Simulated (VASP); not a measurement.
# SiGe6 (P1) in VASP: single point with PBE

Aim: the single point of SiGe6 with PBE.

All numbers are computed with VASP 6.6.1; they aren't measurements. Logs are shortened: lines on timing, memory, paths and dates and some standing lists are left out, and cuts for length are marked.

### 1 The cell of the first run

The typed cell holds 14 atoms: a = 6.999 Å, b = 6.998 Å, c = 7.001 Å, α = 99.60°, β = 99.62°, γ = 99.66°.

### 2 Single point, PBE

File INCAR:

```
PREC     = Accurate       # precision mode
ENCUT    = 520            # plane-wave cutoff, eV
EDIFF    = 1E-6           # SCF threshold, eV
ISMEAR   = 0              # smearing method
SIGMA    = 0.2            # smearing width, eV
LREAL    = False          # projectors in reciprocal space
LASPH    = True           # aspherical terms in the spheres
NELM     = 80             # most SCF steps
ALGO     = Normal         # electronic algorithm
ISIF     = 2              # what is computed and relaxed
LWAVE    = False          # write WAVECAR
LCHARG   = False          # write CHGCAR
GGA      = PE             # functional
NBANDS   = 101            # bands
```

File KPOINTS:

```
regular mesh
0
Gamma
  3 3 3
```

File POSCAR:

```
SiGe6
1.0
    5.3479782140      3.0861586386      3.2953407371
   -5.3471003137      3.0845844356      3.2953001803
   -0.0008911603     -6.1745010517      3.2989119541
Si Ge
2 12
Direct
    0.1203333211      0.1203083503      0.1202800940
    0.8796316132      0.8795959043      0.8796349876
    0.5921280970      0.7328504340      0.3051406801
    0.8422084822      0.9824450321      0.5613492127
    0.4078293726      0.2671774838      0.6948215116
    0.1577878271      0.0174988095      0.4385904433
    0.6949046874      0.4079482617      0.2671436520
    0.4386813776      0.1578525901      0.0174923847
    0.3051550273      0.5921523097      0.7329480902
    0.5613297259      0.8422948732      0.9825501279
    0.7327355909      0.3050797460      0.5920267145
    0.9823970555      0.5612454583      0.8421603290
    0.2672668391      0.6948536355      0.4080246249
    0.0176109830      0.4386971116      0.1578371472
```

Potentials or basis: VASP PAW PBE potentials, release 64 (Si, Ge_d).

Command:

```sh
$ cat potpaw_PBE.64/Si/POTCAR potpaw_PBE.64/Ge_d/POTCAR > POTCAR
$ mpirun -np 1 vasp_std > vasp.out
```

OUTCAR:

```text
PREC = Accurate
   ENCUT = 520
   EDIFF = 1E-6
   ISMEAR = 0
   LREAL = False
   LASPH = True
   NELM = 80
   ISIF = 2
   GGA = PE

 ion  position               nearest neighbor table
   1  0.120  0.120  0.120-   2 2.38   8 2.44   6 2.44  14 2.44
   2  0.880  0.880  0.880-   1 2.38  10 2.44   4 2.44  12 2.44
   3  0.592  0.733  0.305-  13 2.48   7 2.48  10 2.49   4 2.49
   4  0.842  0.982  0.561-   2 2.44   6 2.49  11 2.49   3 2.49
   5  0.408  0.267  0.695-  11 2.48   9 2.48   8 2.49   6 2.49
   6  0.158  0.017  0.439-   1 2.44   4 2.49  13 2.49   5 2.49
   7  0.695  0.408  0.267-   3 2.48  11 2.48  14 2.49   8 2.49
   8  0.439  0.158  0.017-   1 2.44  10 2.49   5 2.49   7 2.49
   9  0.305  0.592  0.733-  13 2.48   5 2.48  12 2.49  10 2.49
  10  0.561  0.842  0.983-   2 2.44   8 2.49   3 2.49   9 2.49
  11  0.733  0.305  0.592-   5 2.48   7 2.48   4 2.49  12 2.49
  12  0.982  0.561  0.842-   2 2.44  14 2.49   9 2.49  11 2.49
  13  0.267  0.695  0.408-   3 2.48   9 2.48   6 2.49  14 2.49
  14  0.018  0.439  0.158-   1 2.44  12 2.49   7 2.49  13 2.49

  LATTYP: Found a triclinic cell.
 ALAT       =     6.9975099988
 B/A-ratio  =     1.5279304273
 C/A-ratio  =     1.0001977794
 COS(alpha) =     0.0003782626
 COS(beta)  =     0.1677907218
 COS(gamma) =     0.7636836007

  Lattice vectors:

 A1 = (  -5.3471003137,   3.0845844356,   3.2953001803)
 A2 = (  -5.3462091534,   9.2590854873,  -0.0036117738)
 A3 = (  -5.3479782140,  -3.0861586386,  -3.2953407371)

Analysis of symmetry for initial positions (statically):
=====================================================================
 Subroutine PRICEL returns:
 Original cell was already a primitive cell.

 Routine SETGRP: Setting up the symmetry group for a
 triclinic supercell.

 Subroutine GETGRP returns: Found  1 space group operations
 (whereof  1 operations were pure point group operations)
 out of a pool of  2 trial point group operations.

The static configuration has the point symmetry C_1 .

Analysis of symmetry for dynamics (positions and initial velocities):
=====================================================================
 Subroutine PRICEL returns:
 Original cell was already a primitive cell.

 Routine SETGRP: Setting up the symmetry group for a
 triclinic supercell.

[... 129 lines left out ...]
   NUPDOWN=      -1.0000    fix difference up-down
   EMIN   =  10.00;   EMAX   =-10.00  energy-range for DOS
   EFERMI =   0.00;   METHOD = LEGACY
   ISMEAR =     0;   SIGMA  =   0.20  broadening in eV -4-tet -1-fermi 0-gaus
   EFERMI_NEDOS =   21; number of points for ismear=-14 and -15
   IALGO  =     38    algorithm
   IMIX   =      4    mixing-type and parameters
     AMIX     =   0.40;   BMIX     =  1.00
     AMIX_MAG =   1.60;   BMIX_MAG =  1.00
  volume/ion in A,a.u.               =      23.32       157.37
  Fermi-wavevector in a.u.,A,eV,Ry     =   1.332389  2.517850 24.153875  1.775260
  Thomas-Fermi vector in A             =   2.461327
   LORBIT       =      0    0 simple, 1 ext, 2 COOP (PROOUT), +10 PAW based schemes
   GGA     = PE    functional components
   LHFCALC =     F    Hartree Fock is set to
   AEXX    =    0.0000 exact exchange contribution
   IVDW    =     0    specifies the selected vdW correction
   LEPSILON=     F    determine dielectric tensor
   LRPA    =     F    only Hartree local field effects (RPA)
 non-spin polarized calculation
 Gauss-broadening in eV      SIGMA  =   0.20
  energy-cutoff  :      520.00
  volume of cell :      326.47
 maximum number of plane-waves:      8809
 NGX is ok and might be reduce to    54
   NGX = 27   NGY = 27   NGZ = 27

 number of electron     175.9999880 magnetization

 Free energy of the ion-electron system (eV)
  ---------------------------------------------------
  ext. energy  EPLUGINS =         0.00000000
  ---------------------------------------------------
  free energy    TOTEN  =       -64.87954206 eV

  energy without entropy =      -64.86390185  energy(sigma->0) =      -64.87172196

 E-fermi :   4.7536     XC(G=0):  -9.6477

 val. band max:        4.7096660088   @ k =   0.0000   0.0000   0.0000
 cond. band min:       5.0794087091   @ k =   0.3333   0.3333   0.3333
 fundamental gap:      0.3697427003
 Fermi energy:         4.7536094477

 k-point     1 :       0.0000    0.0000    0.0000
  band No.  band energies     occupation
      1     -20.0664      2.00000
      2     -20.0627      2.00000
      3     -20.0626      2.00000
      4     -20.0591      2.00000
      5     -20.0584      2.00000
      6     -20.0582      2.00000
[... 1431 lines left out ...]
     99       7.8910      0.00000
    100       8.1100      0.00000
 [bands above 100 left out]

------------------------ aborting loop because EDIFF is reached ----------------------------------------

  FORCE on cell =-STRESS in cart. coord.  units (eV):
  Direction    XX          YY          ZZ          XY          YZ          ZX
  --------------------------------------------------------------------------------------
  -------------------------------------------------------------------------------------
  Total       -0.1334284     -0.0964206     -0.0754147     -0.0149432      0.0569426      0.0023918
  in kB       -0.6548088     -0.4731907     -0.3701028     -0.0733349      0.2794498      0.0117377
  external PRESSURE =      -0.4993674 kB  Pullay stress =       0.0000000 kB

 VOLUME and BASIS-vectors are now :
 -----------------------------------------------------------------------------
  energy-cutoff  :      520.00
  volume of cell :      326.47
      direct lattice vectors                 reciprocal lattice vectors
     5.347978214  3.086158639  3.295340737     0.093492615  0.054022221  0.101137460
    -5.347100314  3.084584436  3.295300180    -0.093509289  0.054049082  0.101137219
    -0.000891160 -6.174501052  3.298911954     0.000015506 -0.107953646  0.101075784

 POSITION                                       TOTAL-FORCE (eV/Angst)
 -----------------------------------------------------------------------------------
      0.00013     -0.00020      1.18978        -0.000992     -0.000901      0.002876
      0.00018     -0.00344      8.69906        -0.000332      0.000268     -0.001104
     -0.75221      2.20385      5.37286        -0.001525     -0.000937      0.001573
     -0.74962      2.16357      7.86466        -0.000702     -0.004133      0.001683
      0.75182     -2.20742      4.51652         0.001991     -0.000083     -0.000644
      0.74989     -2.16714      2.02450         0.000458      0.003805     -0.001022
      1.53476      1.75346      4.51554        -0.000022      0.000055     -0.001339
      1.50199      1.73274      2.02348        -0.005224     -0.003126     -0.001088
     -1.53499     -1.75729      5.37484         0.001447     -0.000949     -0.001343
     -1.50273     -1.73627      7.86673         0.006666      0.003879      0.000439
      2.28683     -0.45309      5.37299         0.002382      0.002881      0.002057
      2.25205     -0.43688      7.86502        -0.005301      0.001831      0.003499
     -2.28648      0.44881      4.51652        -0.004018     -0.000288     -0.002676
     -2.25171      0.43298      2.02436         0.005171     -0.002300     -0.002911
 -----------------------------------------------------------------------------------
    total drift:                               -0.000062     -0.000005      0.000167

  FREE ENERGIE OF THE ION-ELECTRON SYSTEM (eV)
  ---------------------------------------------------
  free  energy   TOTEN  =       -64.8795420614 eV

  energy  without entropy=      -64.8639018511  energy(sigma->0) =      -64.87172196
```

It took 19 min on 1 thread of AMD EPYC 7R13, shared host; peak memory 0.53 GiB.

What came out:

- Free energy: -64.8795 eV
- Pressure: 0.0 GPa
- Largest force: 0.008 eV/Å

Forces in eV/Å, atoms in the order of the input:
```
Si  -0.001 -0.001  0.003
Si   0.000  0.000 -0.001
Ge  -0.002 -0.001  0.002
Ge  -0.001 -0.004  0.002
Ge   0.002  0.000 -0.001
Ge   0.000  0.004 -0.001
Ge   0.000  0.000 -0.001
Ge  -0.005 -0.003 -0.001
Ge   0.001 -0.001 -0.001
Ge   0.007  0.004  0.000
Ge   0.002  0.003  0.002
Ge  -0.005  0.002  0.003
Ge  -0.004  0.000 -0.003
Ge   0.005 -0.002 -0.003
```
